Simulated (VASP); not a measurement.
Wanted: the native input for a VASP 6.6.1 run.

- Task: single point
- Functional: PBEsol
- Potentials or basis: VASP PAW PBE potentials, release 64 (Na_pv)
- Cutoff: 520 eV
- k mesh: 15 × 15 × 4
- Occupations: gaussian, width 0.1 eV
- Spin: no spin polarisation
- Dipole correction: no
- Further INCAR settings: ALGO = Fast; EDIFF = 1e-06; NBANDS = 22

The structure of Na lies in POSCAR:

```
Na
1.0
    3.5829329609      0.0000000000      0.0000000000
   -1.7914664805      3.1029109642      0.0000000000
    0.0000000000      0.0000000000     11.9513271312
Na
4
Direct
    0.0000000000      0.0000000000      0.0000000000
    0.3333333300      0.6666666700      0.2500000000
    0.0000000000      0.0000000000      0.5000000000
    0.6666666700      0.3333333300      0.7500000000
```

This isn't the form of Na at room conditions, which is bcc.

This cell differs from its parent crystal: strained.

One way to write it, as run:

INCAR

```
ALGO = Fast ; EDIFF = 1E-6
ENCUT = 520 ; GGA = PS
ISIF = 2 ; ISMEAR = 0
LASPH = T ; LCHARG = F
LREAL = F ; LWAVE = F
NBANDS = 22 ; NELM = 100
PREC = Accurate ; SIGMA = 0.1
```

KPOINTS

```
k-points
0
Gamma
  15 15 4
```

Potentials or basis: VASP PAW PBE potentials, release 64 (Na_pv).

Command:

```console
$ cat potpaw_PBE.64/Na_pv/POTCAR > POTCAR
$ mpirun -np 1 vasp_std > vasp.out
```

It gave:

```yaml
Pressure: 0.8 GPa
Band_gap_on_the_k_mesh: zero (bands 14 and 15 overlap by 4.05 eV)
```

Caveat: the cell differs from its parent crystal (strained); the PAW data sets were made with another functional, which shifts forces and pressure a little.

It took 4.8 min on 1 thread of Intel(R) Xeon(R) Platinum 8488C (Sapphire Rapids) (shared host), peak memory 0.34 GiB.
